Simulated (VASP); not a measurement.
Here is a VASP 6.6.1 calculation.

The input POSCAR:

```
C
1.0
    0.0000000000     -1.8023675937     -1.8023675937
   -1.8023675937      0.0000000000     -1.8023675937
    1.8023675937      1.8023675937     -3.6047351873
C
4
Direct
    0.7249113929      0.7823424657      0.7499999898
    0.2750886071      0.2176575343      0.2500000102
    0.3499113929      0.4073424657      0.8749999898
    0.9000886071      0.8426575343      0.3750000102
```

INCAR.step1

```
SYSTEM = C
ALGO = Normal ; EDIFF = 1E-4
ENCUT = 520 ; GGA = PE
ISMEAR = 0 ; LASPH = .TRUE.
LCHARG = .FALSE. ; LREAL = .FALSE.
LWAVE = .TRUE. ; NBANDS = 16
NELM = 80 ; PREC = Accurate
SIGMA = 0.05
```

The input INCAR.step2:

```
SYSTEM = C
ALGO = Normal ; EDIFF = 1E-6
ENCUT = 520 ; ISIF = 2
ISMEAR = 0 ; ISTART = 1
LASPH = .TRUE. ; LCHARG = .FALSE.
LMIXTAU = .TRUE. ; LREAL = .FALSE.
LWAVE = .FALSE. ; METAGGA = R2SCAN
NBANDS = 16 ; NELM = 80
PREC = Accurate ; SIGMA = 0.05
```

The input KPOINTS:

```
k-points
0
G
  12 12 10
  0 0 0
```

Potentials or basis: VASP PAW PBE potentials, release 64 (C).

Launch:

```bash
$ cat potpaw_PBE.64/C/POTCAR > POTCAR
$ cp INCAR.step1 INCAR
$ mpirun -np 1 vasp_std > vasp.out
$ cp INCAR.step2 INCAR
$ mpirun -np 1 vasp_std > vasp.out
```

Estimate the band gap on the k mesh.

4.15 eV.

Predict the pressure.

-14.8 GPa.

Predict the largest force.

1.029 eV/Å.

Stress tensor (GPa, compression positive):
```
-15.86   0.77  -0.28
  0.77 -14.92   0.07
 -0.28   0.07 -13.62
```

Caveat: the PAW data sets were made with another functional, which shifts forces and pressure a little. r2SCAN opens gaps a little over a GGA but as a rule still falls short of measured ones.
